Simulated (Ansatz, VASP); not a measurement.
## Si3Ag: VASP beside Ansatz

```
Si Ag
1.0
     0.00000    3.19353    3.19353
     3.19353    0.00000    3.19353
     3.19353    3.19353    0.00000
Si Ag
3 1
Direct
  0.00000 0.00000 0.00000
  0.25000 0.25000 0.25000
  0.75000 0.75000 0.75000
  0.50000 0.50000 0.50000
```

Alike in both runs: functional PBE; k mesh 12 × 12 × 12; occupations gaussian, width 0.1 eV; no spin polarisation.

Ansatz relaxed the structure, and its values are those at the end. VASP's run is a single point on that final structure, the one shown.

```csv
,VASP,Ansatz
version,VASP 6.6.1,Ansatz 0.2.0
potentials or method,"VASP PAW PBE potentials, release 64 (Si, Ag), cutoff 520 eV","scalar-relativistic, plane waves, PAW"
valence electrons in the cell,23,31
```

|  | VASP | Ansatz | Ansatz less VASP |
| --- | --- | --- | --- |
| gap on the k mesh at the Fermi level (eV) | none | none | - |
| pressure (GPa) | 0.0 | 0.0 | +0.05 |

A gap of «none» marks a metal or a gap that the smearing closes. VASP's potentials hold 23 valence electrons a cell and Ansatz's 31, so a difference there can come from the potentials and not from the codes.
